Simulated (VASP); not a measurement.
Input of a VASP 6.6.1 run:

The input INCAR:

```
  PREC = Accurate
  ENCUT = 520
  EDIFF = 1E-6
  ISMEAR = 0
  SIGMA = 0.05
  LREAL = False
  LASPH = True
  NELM = 80
  ALGO = Normal
  ISIF = 2
  LWAVE = False
  LCHARG = False
  GGA = PE
  IVDW = 12
  NBANDS = 35
```

The input KPOINTS:

```
regular mesh
0
Gamma
  12 12 4
```

File POSCAR:

```
WS2
1.0
    3.1542063626      0.0000000000      0.0000000000
   -1.5771031813      2.7316228388      0.0000000000
    0.0000000000      0.0000000000     12.1399047294
W S
2 4
Direct
    0.3333333333      0.6666666667      0.2500000000
    0.6666666667      0.3333333333      0.7500000000
    0.3333333333      0.6666666667      0.5955754893
    0.6666666667      0.3333333333      0.1202873801
    0.3333333333      0.6666666667      0.8797126199
    0.6666666667      0.3333333333      0.3797126199
```

Potentials or basis: VASP PAW PBE potentials, release 64 (W_sv, S).

Run with:

```bash
$ cat potpaw_PBE.64/W_sv/POTCAR potpaw_PBE.64/S/POTCAR > POTCAR
$ mpirun -np 1 vasp_std > vasp.out
```

**Question.** What does it give for the pressure?

**Answer.** -5.7 GPa.

**Question.** Predict the dispersion energy per atom.

**Answer.** -0.436 eV.

Stress tensor (GPa, compression positive):
```
 -3.17   0.00   0.00
  0.00  -3.17   0.00
  0.00   0.00 -10.75
```

Caveat: the cell differs from its parent crystal (atom 3 (S) moved -0.300 Å towards its neighbour atom 5 (S) at 3.149 Å); the stress differs along the axes, from -11 to -3 GPa.
